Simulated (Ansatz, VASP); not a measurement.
# TiC: VASP beside Ansatz

Contents of INCAR:

```
PREC = Accurate
ENCUT = 520
EDIFF = 1E-6
ISMEAR = 0
SIGMA = 0.15
LREAL = False
LASPH = True
NELM = 80
ALGO = Normal
ISIF = 2
LWAVE = False
LCHARG = False
GGA = PS
NBANDS = 15
```

File KPOINTS:

```
regular mesh
0
Gamma
  18 18 18
```

POSCAR

```
TiC
1.0
    0.0000000000      2.0990800000      2.1640000000
    2.0990800000      0.0000000000      2.1640000000
    2.0990800000      2.0990800000      0.0000000000
Ti C
1 1
Direct
    0.0000000000      0.0000000000      0.0000000000
    0.5000000000      0.5000000000      0.5000000000
```

Input for Ansatz:

```yaml
crystal:
  lattice:
    - [0.0, 2.09908, 2.164]
    - [2.09908, 0.0, 2.164]
    - [2.09908, 2.09908, 0.0]
  atoms:
    - { symbol: Ti, position: [0.0, 0.0, 0.0] }
    - { symbol: C, position: [0.5, 0.5, 0.5] }
basis:
  ecutwfc: 420
kpoints:
  mp_grid: { grid: [18, 18, 18] }
hamiltonian:
  xc: pbesol
scf:
  occupations: { method: gaussian, width: 0.15 }
output:
  forces: true
  stress: true
  eigenvalues: true
  write_density: true
  write_potential: true
  elf: true
  volumetric_format: npy
```

Change from the starting cell: strain -0.030 along x and y, +0.000 along z, atoms carried along.

Alike in both runs: task single point; functional PBEsol; k mesh 18 × 18 × 18; occupations gaussian, width 0.15 eV; no spin polarisation.

```csv
,VASP,Ansatz
version,VASP 6.6.1,Ansatz 0.2.0
potentials or method,"VASP PAW PBE potentials, release 64 (Ti_sv, C), cutoff 520 eV","scalar-relativistic, plane waves, PAW"
valence electrons in the cell,16,16
```

|  | VASP | Ansatz | Ansatz less VASP |
| --- | --- | --- | --- |
| gap on the k mesh at the Fermi level (eV) | none | none | - |
| pressure (GPa) | 11.2 | 11.1 | -0.08 |
| traceless stress, the component that is largest in VASP (GPa) | -9.88 | -9.87 | +0.011 |

VASP's potentials were made for PBE, not for PBEsol. A gap of «none» marks a metal or a gap that the smearing closes. The functional is the same, so the differences come from potentials, cutoffs and numerics.
